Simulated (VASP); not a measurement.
# MoH2 in VASP: single point with PBE

Aim: the single point of MoH2 with PBE.

All numbers are computed with VASP 6.6.1; they aren't measurements. Logs are shortened: lines on timing, memory, paths and dates and some standing lists are left out, and cuts for length are marked.

## 1. The cell of the first run

The cell holds a slab with vacuum, 9 atoms: a = 3.041 Å, b = 3.027 Å, c = 15.935 Å, α = 90.00°, β = 90.00°, γ = 120.61°.

## 2. Single point, PBE

INCAR

```
PREC = Accurate ; ENCUT = 400
EDIFF = 1E-6 ; ISMEAR = -1
SIGMA = 0.05 ; LREAL = False
LASPH = True ; NELM = 120
ALGO = Normal ; ISIF = 2
LWAVE = False ; LCHARG = False
GGA = PE ; NELECT = 49.0
NBANDS = 34 ; GGA_COMPAT = False
NELMDL = -8
```

KPOINTS

```
regular mesh
0
Gamma
  5 5 1
```

POSCAR

```
MoH2
1.0
   -3.0406480000      0.0000000000      0.0000000000
    1.5412370000      2.6051550000      0.0000000000
    0.0000000000      0.0000000000    -15.9345500000
Mo H
3 6
Direct
    0.0515371810      0.9888897206      0.9877262301
    0.3406614581      0.5816260453      0.8226237327
    0.6351153050      0.1975621412      0.6563650684
    0.3961555303      0.6972675330      0.9396734141
    0.7130018163      0.2971473866      0.7797047924
    0.9964041053      0.8761735866      0.6366986203
    0.0146042011      0.8927875693      0.8724558271
    0.3515691153      0.5920146786      0.6985761757
    0.6325985636      0.1947127906      0.5286441098
```

Potentials or basis: VASP PAW PBE potentials, release 64 (Mo_sv, H).

Launch:

```bash
cat potpaw_PBE.64/Mo_sv/POTCAR potpaw_PBE.64/H/POTCAR > POTCAR
mpirun -np 1 vasp_std > vasp.out
```

OUTCAR:

```text
PREC = Accurate
   ENCUT = 400
   EDIFF = 1E-6
   ISMEAR = -1
   LREAL = False
   LASPH = True
   NELM = 120
   ISIF = 2
   GGA = PE
   NELECT = 49.0
   NELMDL = -8

 ion  position               nearest neighbor table
   1  0.052  0.989  0.988-   4 1.85   7 1.85   4 1.88   4 2.00   2 3.05   2 3.21   2 3.22
   2  0.341  0.582  0.823-   5 1.78   7 1.86   5 1.87   4 1.89   7 1.94   7 1.96   8 1.98   5 1.99
                             1 3.05   3 3.10   3 3.20   1 3.21   1 3.22   3 3.23
   3  0.635  0.198  0.656-   6 1.70   8 1.72   6 1.80   6 1.83   8 1.92   5 1.98   8 1.99   9 2.04
                             2 3.10   2 3.20   2 3.23
   4  0.396  0.697  0.940-   1 1.85   1 1.88   2 1.89   1 2.00
   5  0.713  0.297  0.780-   2 1.78   2 1.87   3 1.98   2 1.99
   6  0.996  0.876  0.637-   3 1.70   3 1.80   3 1.83
   7  0.015  0.893  0.872-   1 1.85   2 1.86   2 1.94   2 1.96
   8  0.352  0.592  0.699-   3 1.72   3 1.92   2 1.98   3 1.99
   9  0.633  0.195  0.529-   3 2.04

  Warning from LATTYP: Monoclinic adjustment (A1->A3, A2->A1, A3->A2)!
  Warning from LATTYP: Got some problem with cell dimensions!
  Tried to take original basis but could not verify dimensions!
  LATTYP: Found a simple monoclinic cell.
 ALAT       =     3.0058386385
 B/A-ratio  =     5.3011994043
 C/A-ratio  =     1.0070134366
 COS(beta)  =    -0.4919402022

  Lattice vectors:

 A1 = (  -1.4994110000,   2.6051550000,   0.0000000000)
 A2 = (   0.0000000000,   0.0000000000, -15.9345500000)
 A3 = (  -1.5412370000,  -2.6051550000,   0.0000000000)

Analysis of symmetry for initial positions (statically):
=====================================================================
 Subroutine PRICEL returns:
 Original cell was already a primitive cell.

 Routine SETGRP: Setting up the symmetry group for a
 simple monoclinic supercell.

 Subroutine GETGRP returns: Found  1 space group operations
 (whereof  1 operations were pure point group operations)
 out of a pool of  4 trial point group operations.

The static configuration has the point symmetry C_1 .

Analysis of symmetry for dynamics (positions and initial velocities):
=====================================================================
 Subroutine PRICEL returns:
 Original cell was already a primitive cell.

 Routine SETGRP: Setting up the symmetry group for a
 simple monoclinic supercell.

 Subroutine GETGRP returns: Found  1 space group operations
 (whereof  1 operations were pure point group operations)
 out of a pool of  4 trial point group operations.

The dynamic configuration has the point symmetry C_1 .

 Subroutine INISYM returns: Found  1 space group operations
 (whereof  1 operations are pure point group operations),
 and found     1 'primitive' translations

----------------------------------------------------------------------------------------

                                     Primitive cell

  volume of cell :     126.2233

  direct lattice vectors                    reciprocal lattice vectors
    -3.040648000  0.000000000  0.000000000    -0.328877266  0.194567237  0.000000000
     1.541237000  2.605155000  0.000000000     0.000000000  0.383854320  0.000000000
     0.000000000  0.000000000-15.934550000     0.000000000  0.000000000 -0.062756714

  length of vectors
     3.040648000  3.026919897 15.934550000     0.382121271  0.383854320  0.062756714

  position of ions in fractional coordinates (direct lattice)
     0.051537181  0.988889721  0.987726230
     0.340661458  0.581626045  0.822623733
     0.635115305  0.197562141  0.656365068
     0.396155530  0.697267533  0.939673414
     0.713001816  0.297147387  0.779704792
     0.996404105  0.876173587  0.636698620
     0.014604201  0.892787569  0.872455827
     0.351569115  0.592014679  0.698576176
     0.632598564  0.194712791  0.528644110

  ion indices of the primitive-cell ions
   primitive index   ion index
                 1           1
                 2           2
                 3           3
                 4           4
                 5           5
                 6           6
                 7           7
                 8           8
                 9           9

----------------------------------------------------------------------------------------

 KPOINTS: regular mesh

Automatic generation of k-mesh.
 Grid dimensions read from file:
 generate k-points for:    5    5    1

 Generating k-lattice:

  Cartesian coordinates                     Fractional coordinates (reciprocal lattice)
    -0.065775453  0.038913447  0.000000000     0.200000000  0.000000000  0.000000000
     0.000000000  0.076770864  0.000000000     0.000000000  0.200000000  0.000000000
     0.000000000  0.000000000 -0.062756714     0.000000000  0.000000000  1.000000000

  Length of vectors
     0.076424254  0.076770864  0.062756714

  Shift w.r.t. Gamma in fractional coordinates (k-lattice)
     0.000000000  0.000000000  0.000000000

 Subroutine IBZKPT returns following result:
 ===========================================

 Found     13 irreducible k-points:

 Following reciprocal coordinates:
            Coordinates               Weight
  0.000000  0.000000  0.000000      1.000000
  0.200000  0.000000  0.000000      2.000000
  0.400000 -0.000000  0.000000      2.000000
  0.000000  0.200000  0.000000      2.000000
  0.200000  0.200000  0.000000      2.000000
  0.400000  0.200000  0.000000      2.000000
 -0.400000  0.200000  0.000000      2.000000
 -0.200000  0.200000  0.000000      2.000000
  0.000000  0.400000  0.000000      2.000000
  0.200000  0.400000  0.000000      2.000000
  0.400000  0.400000  0.000000      2.000000
 -0.400000  0.400000  0.000000      2.000000
 -0.200000  0.400000  0.000000      2.000000
   k-points           NKPTS =     13   k-points in BZ     NKDIM =     13   number of bands    NBANDS=     34
   number of dos      NEDOS =    301   number of ions     NIONS =      9
   total plane-waves  NPLWV =  43200
   dimension x,y,z NGX =    20 NGY =   20 NGZ =  108
   dimension x,y,z NGXF=    40 NGYF=   40 NGZF=  216
   ions per type =               3   6
   NGX,Y,Z   is equivalent  to a cutoff of  10.93, 10.98, 11.27 a.u.
   NGXF,Y,Z  is equivalent  to a cutoff of  21.87, 21.97, 22.54 a.u.
 SYSTEM =  unknown system
   PREC   = accura    normal or accurate (medium, high low for compatibility)
   ISTART =      0    job   : 0-new  1-cont  2-samecut
   ICHARG =      2    charge: 1-file 2-atom 10-const
   ISPIN  =      1    spin polarized calculation?
   LNONCOLLINEAR =      F non collinear calculations
   LSORBIT =      F    spin-orbit coupling
   LASPH  =      T    aspherical Exc in radial PAW
   ENCUT  =  400.0 eV  29.40 Ry    5.42 a.u.   4.96  4.94 25.99*2*pi/ulx,y,z
   NELM   =    120;   NELMIN=  2; NELMDL= -8     # of ELM steps
   EDIFF  = 0.1E-05   stopping-criterion for ELM
   LREAL  =      F    real-space projection
   EDIFFG = 0.1E-04   stopping-criterion for IOM
   NSW    =      0    number of steps for IOM
   IBRION =     -1    ionic relax: 0-MD 1-quasi-New 2-CG
   NFREE  =      0    steps in history (QN), initial steepest desc. (CG)
   ISIF   =      2    stress and relaxation
   ISYM   =      2    0-nonsym 1-usesym 2-fastsym
   POTIM  = 0.5000    time-step for ionic-motion
   TEBEG  =    0.0;   TEEND  =   0.0 temperature during run
   PSTRESS=    0.0 pullay stress
   NELECT =      49.0000    total number of electrons
   NUPDOWN=      -1.0000    fix difference up-down
   EMIN   =  10.00;   EMAX   =-10.00  energy-range for DOS
   EFERMI =   0.00;   METHOD = LEGACY
   ISMEAR =    -1;   SIGMA  =   0.05  broadening in eV -4-tet -1-fermi 0-gaus
   EFERMI_NEDOS =   21; number of points for ismear=-14 and -15
   IALGO  =     38    algorithm
   IMIX   =      4    mixing-type and parameters
     AMIX     =   0.40;   BMIX     =  1.00
     AMIX_MAG =   1.60;   BMIX_MAG =  1.00
  volume/ion in A,a.u.               =      14.02        94.64
  Fermi-wavevector in a.u.,A,eV,Ry     =   1.194246  2.256797 19.404939  1.426223
  Thomas-Fermi vector in A             =   2.330240
   LORBIT       =      0    0 simple, 1 ext, 2 COOP (PROOUT), +10 PAW based schemes
   GGA     = PE    functional components
   LHFCALC =     F    Hartree Fock is set to
   AEXX    =    0.0000 exact exchange contribution
   IVDW    =     0    specifies the selected vdW correction
   LEPSILON=     F    determine dielectric tensor
   LRPA    =     F    only Hartree local field effects (RPA)
 non-spin polarized calculation
  energy-cutoff  :      400.00
  volume of cell :      126.22
 maximum number of plane-waves:      2319
   NGX =  9   NGY =  9   NGZ = 51

 number of electron      49.0000000 magnetization

 Free energy of the ion-electron system (eV)
  ---------------------------------------------------
  ext. energy  EPLUGINS =         0.00000000
  ---------------------------------------------------
  free energy    TOTEN  =       -46.00340188 eV

  energy without entropy =      -45.96946538  energy(sigma->0) =      -45.98643363

 E-fermi :   3.7200     XC(G=0):  -8.3440

 val. band max:        3.7164997637   @ k =   0.4000  -0.0000   0.0000
 cond. band min:       3.7246310029   @ k =   0.0000   0.4000   0.0000
 fundamental gap:      0.0081312392
 Fermi energy:         3.7200340378

 k-point     1 :       0.0000    0.0000    0.0000
  band No.  band energies     occupation
      1     -57.7367      2.00000
      2     -57.5922      2.00000
      3     -57.4433      2.00000
      4     -32.0956      2.00000
      5     -31.6974      2.00000
      6     -31.6063      2.00000
[... 26 lines left out ...]
     33       5.2828      0.00000
     34       6.2187      0.00000

 k-point     2 :       0.2000    0.0000    0.0000
  band No.  band energies     occupation
      1     -57.7098      2.00000
      2     -57.5652      2.00000
      3     -57.4199      2.00000
      4     -32.0439      2.00000
      5     -31.8347      2.00000
      6     -31.7223      2.00000
[... 399 lines left out ...]
 k-point    13 :      -0.2000    0.4000    0.0000
  band No.  band energies     occupation
      1     -57.6754      2.00000
      2     -57.5305      2.00000
      3     -57.3901      2.00000
      4     -32.0298      2.00000
      5     -31.9945      2.00000
      6     -31.8942      2.00000
[... 26 lines left out ...]
     33       8.6250      0.00000
     34       8.9930      0.00000

------------------------ aborting loop because EDIFF is reached ----------------------------------------

  FORCE on cell =-STRESS in cart. coord.  units (eV):
  Direction    XX          YY          ZZ          XY          YZ          ZX
  --------------------------------------------------------------------------------------
  -------------------------------------------------------------------------------------
  Total        9.2043023      8.8292533     -1.0253442     -0.6104726      1.7198766     -0.0788390
  in kB      116.8320343    112.0714633    -13.0148970     -7.7488492     21.8307342     -1.0007197
  external PRESSURE =      71.9628669 kB  Pullay stress =       0.0000000 kB

 VOLUME and BASIS-vectors are now :
 -----------------------------------------------------------------------------
  energy-cutoff  :      400.00
  volume of cell :      126.22
      direct lattice vectors                 reciprocal lattice vectors
    -3.040648000  0.000000000  0.000000000    -0.328877266  0.194567237  0.000000000
     1.541237000  2.605155000  0.000000000     0.000000000  0.383854320  0.000000000
     0.000000000  0.000000000-15.934550000     0.000000000  0.000000000 -0.062756714

 POSITION                                       TOTAL-FORCE (eV/Angst)
 -----------------------------------------------------------------------------------
      1.36741      2.57621    -15.73897         0.153052     -0.041302      0.877724
     -0.13941      1.51523    -13.10814        -0.452620      0.347944     -0.188027
     -1.62667      0.51468    -10.45888        -0.884263      1.519265      0.627828
     -0.12992      1.81649    -14.97327        -0.167885     -0.450686     -0.466748
     -1.71001      0.77411    -12.42424         0.347327     -0.609404      0.282940
     -1.67932      2.28257    -10.14551         0.741216     -0.005267      1.117490
      1.33159      2.32585    -13.90219         0.243034      0.414426     -0.005618
     -0.15656      1.54229    -11.13150        -0.006684     -1.109729     -0.423556
     -1.62341      0.50726     -8.42371         0.026822     -0.065248     -1.822033
 -----------------------------------------------------------------------------------
    total drift:                                0.000243      0.000008      0.000127

  FREE ENERGIE OF THE ION-ELECTRON SYSTEM (eV)
  ---------------------------------------------------
  free  energy   TOTEN  =       -46.0034018835 eV

  energy  without entropy=      -45.9694653777  energy(sigma->0) =      -45.98643363
```

It took 45 s on 1 thread of Intel Xeon Platinum 8559C (Emerald Rapids), shared host; peak memory 0.2 GiB.

What came out:

- Free energy: -46.0034 eV
- Largest force: 1.867 eV/Å

Forces on the atoms (eV/Å):
```
Mo   0.153 -0.041  0.878
Mo  -0.453  0.348 -0.188
Mo  -0.884  1.519  0.628
H   -0.168 -0.451 -0.467
H    0.347 -0.609  0.283
H    0.741 -0.005  1.117
H    0.243  0.414 -0.006
H   -0.007 -1.110 -0.424
H    0.027 -0.065 -1.822
```

Caveat: the k points lie up to 0.48 Å⁻¹ apart, too coarse for converged energies and pressures of a metal; the cell carries a net charge on a neutralising background, which shifts energy and pressure; the cell is charged against a uniform background, so pressure and absolute levels hang on convention; there is no dipole correction, which matters where the two faces differ.
